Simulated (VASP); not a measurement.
Write the native input for VASP 6.6.1 that does the following.

```yaml
Task: relaxation of cell and atoms
Functional: LDA
Potentials_or_basis: VASP PAW LDA potentials, release 64 (Fe)
Cutoff: 600 eV
k_mesh: 19 × 19 × 18
Occupations: fermi-dirac, width 0.05 eV
Spin: collinear spin, ferromagnetic start
Starting_moments: "[2.5] μB"
Target_pressure: 31 GPa
Dipole_correction: no
Further_INCAR_settings: ALGO = Normal; EDIFF = 1e-07; IBRION = 2; EDIFFG = -0.005; NSW = 32; ISIF = 3
```

The structure of Fe lies in POSCAR:

```
Fe
1.0
    2.3009475559      0.0000000000      0.0000000000
   -1.1504737779      1.9926790362      0.0000000000
    0.0000000000      0.0000000000      2.0705582190
Fe
1
Direct
    0.0000000000      0.0000000000      0.0000000000
```

This isn't the form of Fe at room conditions, which is bcc.

One way to write it, as run:

INCAR

```
PREC = Accurate ; ENCUT = 600
EDIFF = 1E-7 ; ISMEAR = -1
SIGMA = 0.05 ; LREAL = False
LASPH = True ; NELM = 150
ALGO = Normal ; ISIF = 3
LWAVE = False ; LCHARG = False
ISPIN = 2 ; MAGMOM = 2.5
LORBIT = 11 ; LMAXMIX = 4
GGA = CA ; IBRION = 2
NSW = 32 ; EDIFFG = -0.005
PSTRESS = 310.0
```

KPOINTS

```
regular mesh
0
Gamma
  19 19 18
```

Potentials or basis: VASP PAW LDA potentials, release 64 (Fe).

The run is started by

```sh
$ cat potpaw_LDA.64/Fe/POTCAR > POTCAR
$ mpirun -np 1 vasp_std > vasp.out
```

Results of the run:

```
Relaxed volume                                             : 9.44 Å³/atom
Relaxed cell                                               : a = 2.303 Å, b = 2.303 Å, c = 2.054 Å, α = 90.00°, β = 90.00°, γ = 120.00°
Space group after relaxing (to 0.1 Å)                      : P6/mmm (No. 191)
Energy change on relaxing (the run minimises the enthalpy) : +9.9 meV/atom
Ionic steps                                                : 5
Pressure after relaxing                                    : 31.0 GPa
Net moment                                                 : 0.30 μB per cell
Site moments                                               : Fe +0.29 μB
Valence electrons inside the program's atomic spheres      : Fe 7.87
```

Caveat: the cell is relaxed towards a set pressure, so the run minimises the enthalpy, not the energy.

It took 5.5 min on 1 thread of Intel Xeon 8259CL, on a shared host, peak memory 0.2 GiB.
